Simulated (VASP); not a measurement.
Set up this calculation in VASP 6.6.1, as the native input.

| Quantity | Value |
| --- | --- |
| Task | single point |
| Functional | PBEsol |
| Potentials or basis | VASP PAW PBE potentials, release 64 (Hf_pv, Si) |
| Cutoff | 520 eV |
| k mesh | 10 × 10 × 10 |
| Occupations | gaussian, width 0.1 eV |
| Spin | no spin polarisation |
| Dipole correction | no |
| Further INCAR settings | ALGO = Fast; EDIFF = 1e-07; NBANDS = 33 |

The structure of Hf2Si lies in POSCAR:

```
Hf2Si
1.0
   -3.0072388174      3.0072388174      2.4087489279
    3.0072388174     -3.0072388174      2.4087489279
    3.0072388174      3.0072388174     -2.4087489279
Hf Si
4 2
Direct
    0.8451825158      0.6548174842      0.5000000000
    0.3451825158      0.8451825158      0.1903650316
    0.1548174842      0.3451825158      0.5000000000
    0.6548174842      0.1548174842      0.8096349684
    0.7500000000      0.7500000000      0.0000000000
    0.2500000000      0.2500000000      0.0000000000
```

These files were run (other wordings do the same):

INCAR

```
SYSTEM = Hf2Si
  PREC = Accurate
  ENCUT = 520
  EDIFF = 1E-7
  ISMEAR = 0
  SIGMA = 0.1
  LREAL = .FALSE.
  LASPH = .TRUE.
  NELM = 80
  ALGO = Fast
  ISIF = 2
  LWAVE = .FALSE.
  LCHARG = .FALSE.
  GGA = PS
  NBANDS = 33
```

KPOINTS

```
regular mesh
0
G
  10 10 10
  0 0 0
```

Potentials or basis: VASP PAW PBE potentials, release 64 (Hf_pv, Si).

Launch:

```bash
$ cat potpaw_PBE.64/Hf_pv/POTCAR potpaw_PBE.64/Si/POTCAR > POTCAR
$ mpirun -np 1 vasp_std > vasp.out
```

Results of the run:

```json
{
 "Pressure": "50.5 GPa",
 "Largest force": "0.033 eV/Å",
 "Band gap on the k mesh": "zero (bands 24 and 25 overlap by 0.94 eV)"
}
```

Caveat: the cell stands under pressure; the PAW data sets were made with another functional, which shifts forces and pressure a little; spin-orbit coupling is left out, which moves the levels of the heavy elements.

It took 5.2 min on 1 thread of Intel(R) Xeon(R) Platinum 8259CL CPU @ 2.50GHz (Skylake/Cascade Lake) (shared host), peak memory 0.37 GiB.
